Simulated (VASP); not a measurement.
# ZnCuO: relaxation of cell and atoms with PBE

The system is ZnCuO.

```xyz
6
Lattice="3.3904 0.0000 0.0000 -1.6952 2.9362 0.0000 0.0000 0.0000 6.9873" Properties=species:S:1:pos:R:3 pbc="T T T"
Zn    0.0000    0.0000    1.7468
Zn    0.0000    0.0000    5.2405
Cu    0.0000    1.9575    1.7468
Cu    1.6952    0.9787    5.2405
O     0.0000    0.0000    0.0000
O     0.0000    0.0000    3.4936
```

The cell was generated, and may not be a known phase.

| Property | Result |
| --- | --- |
| Program | VASP 6.6.1 |
| Task | relaxation of cell and atoms |
| Functional | PBE |
| Potentials or basis | VASP PAW PBE potentials, release 64 (Zn, Cu, O) |
| Cutoff | 600 eV |
| k mesh | 6 × 6 × 4 |
| Occupations | gaussian, width 0.1 eV |
| Spin | collinear spin |
| Starting moments | [0.0, 0.0, -1.0, 1.0, 0.0, 0.0] μB |
| Dipole correction | no |
| Further INCAR settings | ALGO = Normal; EDIFF = 1e-06; IBRION = 2; EDIFFG = -0.04; NSW = 90; ISIF = 3 |

```json
{"Relaxed volume": "18.63 Å³/atom", "Relaxed cell": "a = 4.210 Å, b = 4.210 Å, c = 7.283 Å, α = 90.00°, β = 90.00°, γ = 120.00°", "Space group after relaxing (to 0.1 Å)": "P6_3/mmc (No. 194)", "Energy gained by relaxing": "1134.8 meV/atom", "Ionic steps": "8", "Pressure after relaxing": "0.1 GPa", "Band gap on the k mesh": "zero (filled and empty bands overlap)", "Net moment": "0.00 μB per cell", "Valence electrons inside the program's atomic spheres": "Zn 10.95; Cu 9.84; O 4.94"}
```

Stress tensor (GPa, compression positive):
```
 0.30  0.00  0.00
 0.00  0.30  0.00
 0.00  0.00 -0.25
```

Step by step:
```tsv
step	energy change (eV)	largest force (eV/Å)	pressure (GPa)	volume (Å³)
1	0.0000	0.0000	71.28	69.56
2	-5.7373	0.0000	-10.38	134.73
3	-6.4660	0.0000	-0.30	107.69
4	-6.4821	0.0000	-2.55	111.94
5	-6.7860	0.0000	2.12	109.92
6	-6.8037	0.0000	0.96	110.32
7	-6.8036	0.0000	0.87	110.35
8	-6.8090	0.0000	0.12	111.77
```

Final structure:
```
CELL_PARAMETERS angstrom
4.20965 0.00000 0.00000
-2.10483 3.64566 0.00000
0.00000 0.00000 7.28308
ATOMIC_POSITIONS crystal
Zn 0.00000 0.00000 0.25000
Zn 0.00000 0.00000 0.75000
Cu 0.33333 0.66667 0.25000
Cu 0.66667 0.33333 0.75000
O 0.00000 0.00000 0.00000
O 0.00000 0.00000 0.50000
```

Levels at points of the mesh, in eV from the Fermi level:
Spin up:
| k point | band 27 | band 28 | band 29 | band 30 | band 31 | band 32 |
| --- | --- | --- | --- | --- | --- | --- |
| (0.00, 0.00, 0.00) | -1.49 | -1.38 | -1.38 | 1.32 | 2.58 | 5.32 |
| (0.50, 0.00, 0.00) | -1.48 | -1.26 | -0.77 | -0.05 | 0.79 | 3.37 |
| (0.00, 0.00, 0.50) | -1.53 | -1.53 | -0.70 | -0.70 | 4.86 | 4.86 |
| (0.50, 0.00, 0.50) | -1.51 | -1.51 | 0.24 | 0.24 | 1.61 | 1.61 |
Spin down:
```csv
k point,band 25,band 26,band 27,band 28,band 29,band 30,band 31,band 32,band 33,band 34
"(0.00, 0.00, 0.00)",-1.68,-1.61,-1.49,-1.38,-1.38,1.32,2.58,5.32,5.32,6.64
"(0.50, 0.00, 0.00)",-1.68,-1.63,-1.48,-1.26,-0.77,-0.05,0.79,3.37,3.38,4.46
"(0.00, 0.00, 0.50)",-1.53,-1.53,-1.53,-1.53,-0.70,-0.70,4.86,4.86,5.96,5.96
"(0.50, 0.00, 0.50)",-1.64,-1.64,-1.51,-1.51,0.24,0.24,1.61,1.61,3.99,3.99
```

Run time: 12 min on 1 thread of Intel(R) Xeon(R) Platinum 8375C CPU @ 2.90GHz (Ice Lake) (shared host), peak memory 0.29 GiB.

Caveat: the volume moved by over 15 % at a fixed basis, so the end points are rough. With open d or f shells a metallic result of PBE can be an artefact of self-interaction; +U or a hybrid may open a gap.
